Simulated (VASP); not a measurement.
Re:

```
Re
1.0
     2.76080    0.00000    0.00000
    -1.38040    2.39092    0.00000
     0.00000    0.00000    4.45820
Re
2
Direct
  0.66667 0.33333 0.75000
  0.33333 0.66667 0.25000
```

```yaml
Program: VASP 6.6.1
Task: relaxation of cell and atoms
Functional: PBEsol
Potentials_or_basis: VASP PAW PBE potentials, release 64 (Re)
Cutoff: 600 eV
k_mesh: 11 × 11 × 6
Occupations: fermi-dirac, width 0.05 eV
Spin: no spin polarisation
```

At the start: pressure -4.1 GPa; volume 14.71 Å³/atom.

Where does the relaxation end?

Over 3 steps the energy falls by 2.1 meV/atom and the volume is 14.56 Å³/atom (-1.0 %); space group P6_3/mmc (No. 194, to 0.1 Å) before and after.

Step by step:
```
step  energy change (eV)  largest force (eV/Å)  pressure (GPa)  volume (Å³)
   1              0.0000                0.0000           -4.15        29.43
   2              0.0719                0.0000           19.84        27.84
   3             -0.0041                0.0000           -0.09        29.12
```

Final structure:
```yaml
crystal:
  lattice:
    - [2.75120, 0.00000, 0.00000]
    - [-1.37560, 2.38261, 0.00000]
    - [0.00000, 0.00000, 4.44276]
  atoms:
    - { symbol: Re, position: [0.66667, 0.33333, 0.75000] }
    - { symbol: Re, position: [0.33333, 0.66667, 0.25000] }
```

Caveat: the PAW data sets were made with another functional, which shifts forces and pressure a little.
